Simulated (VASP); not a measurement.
# Tc12H (a cell with a defect) in VASP: single point with PBE+D3(BJ)

Aim: the single point of Tc12H (a cell with a defect) with PBE+D3(BJ).

All numbers are computed with VASP 6.6.1; they aren't measurements. Logs are shortened: lines on timing, memory, paths and dates and some standing lists are left out, and cuts for length are marked.

### 1 The cell of the first run

The cell holds a defect, 13 atoms: a = 5.480 Å, b = 8.220 Å, c = 4.395 Å, α = 90.00°, β = 90.00°, γ = 120.00°.

### 2 Single point, PBE+D3(BJ)

INCAR reads:

```
ALGO = Normal
EDIFF = 1E-6
ENCUT = 400
GGA = PE
GGA_COMPAT = F
ISIF = 2
ISMEAR = -1
IVDW = 12
LASPH = T
LCHARG = T
LELF = T
LREAL = F
LVHAR = T
LWAVE = F
NBANDS = 90
NELM = 120
PREC = Accurate
SIGMA = 0.15
```

KPOINTS reads:

```
k-points
0
Gamma
  4 3 4
```

POSCAR reads:

```
Tc12H
1.0
    5.4800000000      0.0000000000      0.0000000000
   -4.1100000000      7.1187290000      0.0000000000
    0.0000000000      0.0000000000      4.3949600000
Tc H
12 1
Direct
   -0.0474120164     -0.0109289172      0.0201822087
    0.1561832024      0.2287065570      0.4891739629
   -0.0237427629      0.3115303308      0.0287374629
    0.1701467468      0.5338452974      0.4489688188
    0.0363836627      0.6658351512     -0.0326737900
    0.1893932896      0.8923784007      0.4723820012
    0.5316955710      0.0187814426      0.0526739720
    0.6362612620      0.2378374005      0.5207555928
    0.4793887680      0.3302555835      0.0531290387
    0.7447480373      0.5792747554      0.4316762837
    0.4812290310      0.6565778807     -0.0074175874
    0.6398750349      0.8865487083      0.5221890529
    0.3324012923      0.0864620637      0.8244443635
```

Potentials or basis: VASP PAW PBE potentials, release 64 (Tc_pv, H).

Started as:

```sh
$ cat potpaw_PBE.64/Tc_pv/POTCAR potpaw_PBE.64/H/POTCAR > POTCAR
$ mpirun -np 1 vasp_std > vasp.out
```

OUTCAR:

```text
EDIFF = 1E-6
   ENCUT = 400
   GGA = PE
   ISIF = 2
   ISMEAR = -1
   IVDW = 12
   LASPH = T
   LREAL = F
   NELM = 120
   PREC = Accurate
 IVDW          = 12

 ion  position               nearest neighbor table
   1  0.953  0.989  0.020-  13 2.01   7 2.44   3 2.59  12 2.64  12 2.66  11 2.66   2 2.68   6 2.70
                             9 2.85   2 2.89   5 2.92   6 3.02   7 3.06
   2  0.156  0.229  0.489-   9 2.46   4 2.48   3 2.49   8 2.60   1 2.68   3 2.78  12 2.82   6 2.86
                             8 2.89   1 2.89   9 2.92  10 3.08
   3  0.976  0.312  0.029-   7 2.42   4 2.44   2 2.49   1 2.59   9 2.69   8 2.72   8 2.77   5 2.78
                             2 2.78   9 2.81  11 2.81   4 3.00
   4  0.170  0.534  0.449-   3 2.44   2 2.48  11 2.50  10 2.54   5 2.64   8 2.73  12 2.77   5 2.77
                            11 2.81   6 2.90  10 2.98   3 3.00   9 3.40
   5  0.036  0.666  0.967-  10 2.47  11 2.48   4 2.64   6 2.71  10 2.73   6 2.75   4 2.77   3 2.78
                             7 2.84   1 2.92   9 2.94  11 3.01
   6  0.189  0.892  0.472-  13 2.07   7 2.46  12 2.50  10 2.51   8 2.67   1 2.70   5 2.71   5 2.75
                             2 2.86   4 2.90  12 3.00   1 3.02   7 3.03
   7  0.532  0.019  0.053-  13 1.77   3 2.42   1 2.44   6 2.46  12 2.54   8 2.60   9 2.72  12 2.76
                             8 2.83   5 2.84  11 2.86   6 3.03   1 3.06
   8  0.636  0.238  0.521-  13 2.01   9 2.49  10 2.59   2 2.60   7 2.60   6 2.67   3 2.72   9 2.73
                             4 2.73   3 2.77   7 2.83   2 2.89  12 2.90
   9  0.479  0.330  0.053-  13 2.02   2 2.46  10 2.47   8 2.49   3 2.69  11 2.69   7 2.72   8 2.73
                             3 2.81   1 2.85   2 2.92   5 2.94  10 3.28   4 3.40
  10  0.745  0.579  0.432-   5 2.47   9 2.47   6 2.51   4 2.54   8 2.59  11 2.67   5 2.73  12 2.88
                             4 2.98   2 3.08  11 3.08   9 3.28
  11  0.481  0.657  0.993-   5 2.48   4 2.50  12 2.64   1 2.66  10 2.67   9 2.69   3 2.81   4 2.81
                            12 2.85   7 2.86   5 3.01  10 3.08
  12  0.640  0.887  0.522-   6 2.50   7 2.54  11 2.64   1 2.64   1 2.66   7 2.76   4 2.77   2 2.82
                            11 2.85  10 2.88   8 2.90   6 3.00
  13  0.332  0.086  0.824-   7 1.77   8 2.01   1 2.01   9 2.02   6 2.07

  LATTYP: Found a simple monoclinic cell.
 ALAT       =     5.4800000000
 B/A-ratio  =     0.8020000000
 C/A-ratio  =     1.3228756879
 COS(beta)  =    -0.1889822319

  Lattice vectors:

 A1 = (   5.4800000000,   0.0000000000,   0.0000000000)
 A2 = (   0.0000000000,   0.0000000000,   4.3949600000)
 A3 = (  -1.3700000000,  -7.1187290000,   0.0000000000)

Analysis of symmetry for initial positions (statically):
=====================================================================
 Subroutine PRICEL returns:
 Original cell was already a primitive cell.

 Routine SETGRP: Setting up the symmetry group for a
 simple monoclinic supercell.

 Subroutine GETGRP returns: Found  1 space group operations
 (whereof  1 operations were pure point group operations)
 out of a pool of  4 trial point group operations.

The static configuration has the point symmetry C_1 .

Analysis of symmetry for dynamics (positions and initial velocities):
=====================================================================
 Subroutine PRICEL returns:
 Original cell was already a primitive cell.

 Routine SETGRP: Setting up the symmetry group for a
 simple monoclinic supercell.

 Subroutine GETGRP returns: Found  1 space group operations
 (whereof  1 operations were pure point group operations)
 out of a pool of  4 trial point group operations.

The dynamic configuration has the point symmetry C_1 .

 Subroutine INISYM returns: Found  1 space group operations
 (whereof  1 operations are pure point group operations),
 and found     1 'primitive' translations

----------------------------------------------------------------------------------------

                                     Primitive cell

  volume of cell :     171.4502

  direct lattice vectors                    reciprocal lattice vectors
     5.480000000  0.000000000  0.000000000     0.182481752  0.105355886  0.000000000
    -4.110000000  7.118729000  0.000000000     0.000000000  0.140474514  0.000000000
     0.000000000  0.000000000  4.394960000     0.000000000  0.000000000  0.227533356

  length of vectors
     5.480000000  8.220000157  4.394960000     0.210711776  0.140474514  0.227533356

  position of ions in fractional coordinates (direct lattice)
     0.952587984  0.989071083  0.020182209
     0.156183202  0.228706557  0.489173963
     0.976257237  0.311530331  0.028737463
     0.170146747  0.533845297  0.448968819
     0.036383663  0.665835151  0.967326210
     0.189393290  0.892378401  0.472382001
     0.531695571  0.018781443  0.052673972
     0.636261262  0.237837400  0.520755593
     0.479388768  0.330255583  0.053129039
     0.744748037  0.579274755  0.431676284
     0.481229031  0.656577881  0.992582413
     0.639875035  0.886548708  0.522189053
     0.332401292  0.086462064  0.824444363

  ion indices of the primitive-cell ions
   primitive index   ion index
                 1           1
                 2           2
                 3           3
                 4           4
                 5           5
                 6           6
                 7           7
                 8           8
                 9           9
                10          10
                11          11
                12          12
                13          13

----------------------------------------------------------------------------------------

 KPOINTS: k-points

Automatic generation of k-mesh.
 Grid dimensions read from file:
 generate k-points for:    4    3    4

 Generating k-lattice:

  Cartesian coordinates                     Fractional coordinates (reciprocal lattice)
     0.045620438  0.026338971  0.000000000     0.250000000  0.000000000  0.000000000
     0.000000000  0.046824838  0.000000000     0.000000000  0.333333333  0.000000000
     0.000000000  0.000000000  0.056883339     0.000000000  0.000000000  0.250000000

  Length of vectors
     0.052677944  0.046824838  0.056883339

  Shift w.r.t. Gamma in fractional coordinates (k-lattice)
     0.000000000  0.000000000  0.000000000

 Subroutine IBZKPT returns following result:
 ===========================================

 Found     26 irreducible k-points:

 Following reciprocal coordinates:
            Coordinates               Weight
  0.000000  0.000000  0.000000      1.000000
  0.250000  0.000000  0.000000      2.000000
  0.500000  0.000000  0.000000      1.000000
  0.000000  0.333333  0.000000      2.000000
  0.250000  0.333333  0.000000      2.000000
  0.500000  0.333333  0.000000      2.000000
[... 16 lines left out ...]
  0.000000  0.333333  0.500000      2.000000
  0.250000  0.333333  0.500000      2.000000
 [... further k-points ...]
   k-points           NKPTS =     26   k-points in BZ     NKDIM =     26   number of bands    NBANDS=     90
   number of dos      NEDOS =    301   number of ions     NIONS =     13
   total plane-waves  NPLWV =  58320
   dimension x,y,z NGX =    36 NGY =   54 NGZ =   30
   dimension x,y,z NGXF=    72 NGYF=  108 NGZF=   60
   ions per type =              12   1
   NGX,Y,Z   is equivalent  to a cutoff of  10.92, 10.92, 11.35 a.u.
   NGXF,Y,Z  is equivalent  to a cutoff of  21.84, 21.84, 22.70 a.u.
 SYSTEM =  unknown system
   PREC   = accura    normal or accurate (medium, high low for compatibility)
   ISTART =      0    job   : 0-new  1-cont  2-samecut
   ICHARG =      2    charge: 1-file 2-atom 10-const
   ISPIN  =      1    spin polarized calculation?
   LNONCOLLINEAR =      F non collinear calculations
   LSORBIT =      F    spin-orbit coupling
   LASPH  =      T    aspherical Exc in radial PAW
   ENCUT  =  400.0 eV  29.40 Ry    5.42 a.u.   8.94 13.40  7.17*2*pi/ulx,y,z
   NELM   =    120;   NELMIN=  2; NELMDL= -5     # of ELM steps
   EDIFF  = 0.1E-05   stopping-criterion for ELM
   LREAL  =      F    real-space projection
   EDIFFG = 0.1E-04   stopping-criterion for IOM
   NSW    =      0    number of steps for IOM
   IBRION =     -1    ionic relax: 0-MD 1-quasi-New 2-CG
   NFREE  =      0    steps in history (QN), initial steepest desc. (CG)
   ISIF   =      2    stress and relaxation
   ISYM   =      2    0-nonsym 1-usesym 2-fastsym
   POTIM  = 0.5000    time-step for ionic-motion
   TEBEG  =    0.0;   TEEND  =   0.0 temperature during run
   PSTRESS=    0.0 pullay stress
   NELECT =     157.0000    total number of electrons
   NUPDOWN=      -1.0000    fix difference up-down
   EMIN   =  10.00;   EMAX   =-10.00  energy-range for DOS
   EFERMI =   0.00;   METHOD = LEGACY
   ISMEAR =    -1;   SIGMA  =   0.15  broadening in eV -4-tet -1-fermi 0-gaus
   EFERMI_NEDOS =   21; number of points for ismear=-14 and -15
   IALGO  =     38    algorithm
   IMIX   =      4    mixing-type and parameters
     AMIX     =   0.40;   BMIX     =  1.00
     AMIX_MAG =   1.60;   BMIX_MAG =  1.00
  volume/ion in A,a.u.               =      13.19        89.00
  Fermi-wavevector in a.u.,A,eV,Ry     =   1.589750  3.004191 34.386057  2.527304
  Thomas-Fermi vector in A             =   2.688551
   LORBIT       =      0    0 simple, 1 ext, 2 COOP (PROOUT), +10 PAW based schemes
   GGA     = PE    functional components
   LHFCALC =     F    Hartree Fock is set to
   AEXX    =    0.0000 exact exchange contribution
   IVDW    =    12    specifies the selected vdW correction
   LEPSILON=     F    determine dielectric tensor
   LRPA    =     F    only Hartree local field effects (RPA)
 non-spin polarized calculation
  energy-cutoff  :      400.00
  volume of cell :      171.45
 maximum number of plane-waves:      3144
   NGX = 17   NGY = 27   NGZ = 15

 number of electron     157.0000004 magnetization

 Free energy of the ion-electron system (eV)
  ---------------------------------------------------
  ext. energy  EPLUGINS =         0.00000000
  ---------------------------------------------------
  free energy    TOTEN  =      -124.94654300 eV

  energy without entropy =     -124.08949766  energy(sigma->0) =     -124.51802033

 E-fermi :  13.0198     XC(G=0): -13.8085

 val. band max:       13.0191587463   @ k =  -0.2500   0.3333   0.0000
 cond. band min:      13.0204704528   @ k =   0.2500   0.3333   0.0000
 fundamental gap:      0.0013117065
 Fermi energy:        13.0197789081

 k-point     1 :       0.0000    0.0000    0.0000
  band No.  band energies     occupation
      1     -26.8617      2.00000
      2     -26.6878      2.00000
      3     -26.6043      2.00000
      4     -26.5765      2.00000
      5     -26.5411      2.00000
      6     -26.4779      2.00000
[... 82 lines left out ...]
     89      15.1224      0.00000
     90      15.3041      0.00000

 k-point     2 :       0.2500    0.0000    0.0000
  band No.  band energies     occupation
      1     -26.8049      2.00000
      2     -26.6827      2.00000
      3     -26.5953      2.00000
      4     -26.5504      2.00000
      5     -26.5287      2.00000
      6     -26.4793      2.00000
[... 2035 lines left out ...]
     89      14.9204      0.00001
     90      15.0467      0.00000

 k-point    24 :       0.2500    0.3333    0.5000
  band No.  band energies     occupation
      1     -26.8122      2.00000
      2     -26.7548      2.00000
      3     -26.6911      2.00000
      4     -26.6261      2.00000
      5     -26.5593      2.00000
      6     -26.5135      2.00000
[... 82 lines left out ...]
     89      14.8814      0.00001
     90      15.0479      0.00000

 [... further k-points ...]

------------------------ aborting loop because EDIFF is reached ----------------------------------------

 Edisp (eV)   -7.86964

 E8    (eV) :    -3.6238

  FORCE on cell =-STRESS in cart. coord.  units (eV):
  Direction    XX          YY          ZZ          XY          YZ          ZX
  --------------------------------------------------------------------------------------
  -------------------------------------------------------------------------------------
  Total      14.04330     7.62520    10.61298     0.11482    -2.25322     1.78039
  in kB     131.23262    71.25642    99.17675     1.07299   -21.05606    16.63751
  external pressure =      100.56 kB  Pullay stress =        0.00 kB

 VOLUME and BASIS-vectors are now :
 -----------------------------------------------------------------------------
  energy-cutoff  :      400.00
  volume of cell :      171.45
      direct lattice vectors                 reciprocal lattice vectors
     5.480000000  0.000000000  0.000000000     0.182481752  0.105355886  0.000000000
    -4.110000000  7.118729000  0.000000000     0.000000000  0.140474514  0.000000000
     0.000000000  0.000000000  4.394960000     0.000000000  0.000000000  0.227533356

 POSITION                                       TOTAL-FORCE (eV/Angst)
 -----------------------------------------------------------------------------------
      1.15510      7.04093      0.08870         3.142259     -0.242663     -0.486769
     -0.08410      1.62810      2.14990         0.108919     -1.751072      2.019276
      4.06950      2.21770      0.12630        -0.058571      1.821630     -2.000828
     -1.26170      3.80030      1.97320         0.251951      1.583402      2.136813
     -2.53720      4.73990      4.25136        -1.385697      0.142907     -0.498456
     -2.62980      6.35260      2.07610        -1.753880     -0.023781      1.569891
      2.83650      0.13370      0.23150        -1.785892     -1.890396     -1.507643
      2.50920      1.69310      2.28870         1.821630     -0.216954      0.525182
      1.26970      2.35100      0.23350         0.416119      0.752025     -2.769731
      1.70040      4.12370      1.89720        -3.045589     -0.239338      2.144393
     -0.06140      4.67400      4.36236         1.515707      0.206789     -0.517129
     -0.13720      6.31110      2.29500         1.670838     -0.358887      0.024813
      1.46620      0.61550      3.62340        -0.897793      0.216337     -0.639811
 -----------------------------------------------------------------------------------
    total drift:                               -0.000068      0.000166      0.000739

  FREE ENERGIE OF THE ION-ELECTRON SYSTEM (eV)
  ---------------------------------------------------
  free  energy   TOTEN  =      -132.8161851405 eV

  energy  without entropy=     -131.9591398023  energy(sigma->0) =     -132.38766247
```

Wall time 8.4 min (1 thread of Intel Xeon 8259CL, shared host); peak memory 0.35 GiB.

What came out:

```
Free energy                : -132.8162 eV
Pressure                   : 10.1 GPa
Largest force              : 3.732 eV/Å
Band gap on the k mesh     : zero (an odd number of electrons rules out a gap without spin polarisation)
Dispersion energy per atom : -0.605 eV
```

Forces in eV/Å, atoms in the order of the input:
```
Tc   3.142 -0.243 -0.487
Tc   0.109 -1.751  2.019
Tc  -0.059  1.822 -2.001
Tc   0.252  1.583  2.137
Tc  -1.386  0.143 -0.498
Tc  -1.754 -0.024  1.570
Tc  -1.786 -1.890 -1.508
Tc   1.822 -0.217  0.525
Tc   0.416  0.752 -2.770
Tc  -3.046 -0.239  2.144
Tc   1.516  0.207 -0.517
Tc   1.671 -0.359  0.025
H   -0.898  0.216 -0.640
```

Caveat: the atoms stand as in a frame of molecular dynamics.
